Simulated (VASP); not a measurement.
Runs of VASP 6.6.1 on ZnS. The structure is that of space group P2_1 (No. 4), or close to it. The cells are those of the table. 

```tsv
cell	gap on the mesh (eV)	pressure (GPa)	largest force (eV/Å)
a = 3.743, b = 3.743, c = 6.304 Å, angles 90.0, 90.0, 120.0°, 4 atoms	2.20	4.3	0.31
a = 3.794, b = 3.794, c = 6.304 Å, angles 90.0, 90.0, 120.0°, 4 atoms	(a)	2.0	0.22
a = 3.692, b = 3.692, c = 6.304 Å, angles 90.0, 90.0, 120.0°, 4 atoms	2.27	7.1	0.44
a = 3.846, b = 3.846, c = 6.304 Å, angles 90.0, 90.0, 120.0°, 4 atoms	1.99	(b)	0.26
```

Alike in all rows: task single point; level PBE; potentials or basis VASP PAW PBE potentials, release 64 (Zn, S); no spin polarisation; k mesh 9 × 9 × 4; cutoff (eV) 520; smearing gaussian 0.05 eV.

Task: Estimate the missing entries.

Result: (a) 2.12; (b) -0.1.

